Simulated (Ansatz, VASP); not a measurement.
## PtS2 in VASP and in Ansatz

```
S Pt
1.0
     3.51311    0.00000    0.00000
    -1.75656    3.04244    0.00000
     0.00000    0.00000   28.72000
S Pt
2 1
Direct
  0.33333 0.66667 0.24435
  0.66667 0.33333 0.32877
  0.00000 0.00000 0.28656
```

Alike in both runs: functional LDA; k mesh 12 × 12 × 1; occupations gaussian, width 0.03 eV; no spin polarisation.

Ansatz relaxed the structure, and its values are those at the end. VASP's run is a single point on that final structure, the one shown.

|  | VASP | Ansatz |
| --- | --- | --- |
| version | VASP 6.6.1 | Ansatz 0.2.0 |
| potentials or method | VASP PAW LDA potentials, release 64 (S, Pt), cutoff 400 eV | scalar-relativistic, plane waves, PAW |
| valence electrons in the cell | 22 | 30 |

```csv
,VASP,Ansatz,Ansatz less VASP
gap on the k mesh at the Fermi level (eV),1.77,1.77,-0.006
least direct gap on the mesh (eV),1.94,1.93,-0.007
```

Ansatz warns that its potentials were made for another functional, while VASP's fit it. LDA's correlation is that of Perdew and Zunger in VASP and of Perdew and Wang (1992) in Ansatz. VASP's potentials hold 22 valence electrons a cell and Ansatz's 30, so a difference there can come from the potentials and not from the codes. Ansatz's warnings: slab cell height set, structure snapped to symmetry, xc potential rough in thin density.

Neither program's run includes spin-orbit coupling.
